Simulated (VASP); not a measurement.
Write the native input for VASP 6.6.1 that does the following.

| Item | Value |
| --- | --- |
| Task | single point |
| Functional | PBEsol |
| Potentials or basis | VASP PAW PBE potentials, release 64 (Cu_sv_GW, O) |
| Cutoff | 820 eV |
| k mesh | 16 × 16 × 10 |
| Occupations | gaussian, width 0.1 eV |
| Spin | no spin polarisation |
| Dipole correction | no |
| Further INCAR settings | ALGO = Normal; EDIFF = 1e-06; NBANDS = 33 |

The structure of CuO lies in POSCAR:

```
CuO
1.0
    1.9909680000     -2.1535500000      0.0000000000
    1.9909680000      2.1535500000      0.0000000000
    0.0000000000      0.0000000000      5.1559280000
Cu O
2 2
Direct
    0.0000000000      0.5000000000      0.0000000000
    0.5000000000      0.0000000000      0.5000000000
    0.5000000000      0.5000000000      0.2500000000
    0.5000000000      0.5000000000      0.7500000000
```

The input as run:

INCAR

```
ALGO = Normal
EDIFF = 1E-6
ENCUT = 820
GGA = PS
GGA_COMPAT = False
ISIF = 2
ISMEAR = 0
LASPH = True
LCHARG = True
LELF = True
LREAL = False
LVHAR = True
LWAVE = False
NBANDS = 33
NELM = 120
PREC = Accurate
SIGMA = 0.1
```

KPOINTS

```
k-points
0
Gamma
  16 16 10
```

Potentials or basis: VASP PAW PBE potentials, release 64 (Cu_sv_GW, O).

Launch:

```bash
$ cat potpaw_PBE.64/Cu_sv_GW/POTCAR potpaw_PBE.64/O/POTCAR > POTCAR
$ mpirun -np 1 vasp_std > vasp.out
```

It gave:

```yaml
Pressure: -6.8 GPa
Band_gap_on_the_k_mesh: zero (bands 25 and 26 overlap by 1.09 eV)
```

Caveat: the cell stands under tension; the PAW data sets were made with another functional, which shifts forces and pressure a little; semilocal functionals often make such compounds metallic where correlation or magnetic order opens a gap, which also shifts bond lengths.

Wall time 8.2 min on 1 thread of Intel(R) Xeon(R) 6975P-C (Granite Rapids) (shared host), peak memory 1.1 GiB.
